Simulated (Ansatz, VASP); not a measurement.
Ti: VASP beside Ansatz

```xyz
13
Lattice="5.9000 0.0000 0.0000 -4.4250 7.6643 0.0000 0.0000 0.0000 4.6846" Properties=species:S:1:pos:R:3 pbc="T T T"
Ti    0.0362    0.0183    0.1854
Ti   -0.0310    1.7549    2.6941
Ti   -1.3027    2.3917    0.3419
Ti   -1.2932    4.4403    2.0246
Ti   -2.9202    5.4450    0.1723
Ti   -3.0212    6.7774    2.5194
Ti    3.0106    0.0565   -0.1715
Ti    2.9189    1.3729    2.1718
Ti    1.2894    2.3761    0.3273
Ti    1.2993    4.4402    2.0046
Ti    0.0273    5.0572   -0.3458
Ti   -0.0495    6.7980    2.1600
Ti    2.9465    3.4100    3.5167
```

Alike in both runs: functional PBEsol; k mesh 2 × 2 × 2; occupations fermi-dirac, width 0.15 eV; no spin polarisation.

Ansatz relaxed the structure, and its values are those at the end. VASP's run is a single point on that final structure, the one shown.

```csv
,VASP,Ansatz
version,VASP 6.6.1,Ansatz 0.2.0
potentials or method,"VASP PAW PBE potentials, release 64 (Ti_sv), cutoff 520 eV","scalar-relativistic, plane waves, PAW"
valence electrons in the cell,156,156
```

VASP gave:

| Quantity | Value |
| --- | --- |
| rms of the force components (eV/Å) | 0.027 |

**Question.** Estimate Ansatz's values.

**Answer.** rms of the force components (eV/Å): 0.029.

VASP's potentials were made for PBE, not for PBEsol.

The k mesh is coarse, so the values compare programs but aren't converged.
